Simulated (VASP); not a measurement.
Input of a VASP 6.6.1 run:

Contents of POSCAR:

```
BN
1.0
    1.2501241101      0.7217594915      3.2533304057
   -1.2501241101      0.7217594915      3.2533304057
    0.0000000000     -1.4435189830      3.2533304057
B N
1 1
Direct
    0.9996880830      0.9996880830      0.9996880830
    0.3327449170      0.3327449170      0.3327449170
```

Contents of INCAR.step1:

```
SYSTEM = BN
  PREC = Accurate
  ENCUT = 520
  EDIFF = 1E-5
  ISMEAR = 0
  SIGMA = 0.01
  LREAL = .False.
  LASPH = .True.
  NELM = 60
  ALGO = Normal
  ISIF = 2
  LWAVE = .True.
  LCHARG = .False.
  GGA = PE
  NBANDS = 11
```

The input INCAR.step2:

```
SYSTEM = BN
  PREC = Accurate
  ENCUT = 520
  EDIFF = 1E-7
  ISMEAR = 0
  SIGMA = 0.01
  LREAL = .False.
  LASPH = .True.
  NELM = 60
  ALGO = Normal
  ISIF = 2
  LWAVE = .False.
  LCHARG = .False.
  GGA = PE
  LHFCALC = .True.
  HFSCREEN = 0.2079
  PRECFOCK = Normal
  ISTART = 1
  NBANDS = 11
```

KPOINTS

```
regular mesh
0
Gamma
  8 8 8
  0 0 0
```

Potentials or basis: VASP PAW PBE potentials, release 64 (B, N).

Command:

```console
$ cat potpaw_PBE.64/B/POTCAR potpaw_PBE.64/N/POTCAR > POTCAR
$ cp INCAR.step1 INCAR
$ mpirun -np 1 vasp_std > vasp.out
$ cp INCAR.step2 INCAR
$ mpirun -np 1 vasp_std > vasp.out
```

Task: What does it give for the band gap on the k mesh?

Result: 5.45 eV (least direct gap 6.34 eV).

Task: Predict the pressure.

Result: -0.3 GPa.

Task: What does it give for the largest force?

Result: 0.005 eV/Å.

Forces on the atoms (eV/Å):
```
B    0.000  0.000  0.005
N    0.000  0.000 -0.005
```

Caveat: the PAW data sets were made with another functional, which shifts forces and pressure a little. A k mesh can miss the band edges.
